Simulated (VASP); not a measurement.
## HfZrSe4: single point with PBE

The system is HfZrSe4.

```xyz
6
Lattice="3.7855 0.0000 0.0000 -1.8928 3.2784 0.0000 0.0000 0.0000 13.9292" Properties=species:S:1:pos:R:3 pbc="T T T"
Zr    0.0000    0.0000    0.0000
Hf    0.0000    0.0000    6.9646
Se    0.0000    2.1856   12.3404
Se    0.0000    2.1856    5.3944
Se    1.8928    1.0928    8.5348
Se    1.8928    1.0928    1.5887
```

* Program: VASP 6.6.1
* Task: single point
* Functional: PBE
* Potentials or basis: VASP PAW PBE potentials, release 64 (Zr_sv, Hf_pv, Se)
* Cutoff: 520 eV
* k mesh: 12 × 12 × 4
* Occupations: gaussian, width 0.02 eV
* Spin: no spin polarisation

```yaml
Pressure: -0.1 GPa
Largest_force: 0.043 eV/Å
Band_gap_on_the_k_mesh: 0.43 eV (least direct gap 1.11 eV)
```

Forces in eV/Å, atoms in the order of the input:
```
Zr   0.000  0.000  0.000
Hf   0.000  0.000  0.000
Se   0.000  0.000 -0.018
Se   0.000  0.000  0.043
Se   0.000  0.000 -0.043
Se   0.000  0.000  0.018
```

Levels at points of the mesh, in eV from the valence-band top:
```tsv
k point	band 20	band 21	band 22	band 23	band 24	band 25	band 26	band 27
(0.00, 0.00, 0.00)	-0.05	-0.05	0.00	0.00	1.11	1.11	1.47	1.47
(0.50, 0.00, 0.00)	-1.81	-1.33	-1.21	-1.05	0.43	0.66	2.60	2.97
(0.00, 0.00, 0.50)	-0.04	-0.04	-0.01	-0.01	1.12	1.12	1.47	1.47
(0.50, 0.00, 0.50)	-1.61	-1.52	-1.20	-1.06	0.46	0.65	2.60	2.97
```

Wall time 4 min on 1 thread of Intel(R) Xeon(R) Platinum 8488C (Sapphire Rapids), with other jobs on the host, peak memory 0.53 GiB.

Caveat: semilocal functionals underestimate gaps, and a narrow one can read as zero; spin-orbit coupling is left out, which moves the levels of the heavy elements; this functional lacks dispersion, which binds layers or chains, so the pressure and a relaxed spacing across them are unreliable. A k mesh can miss the band edges.
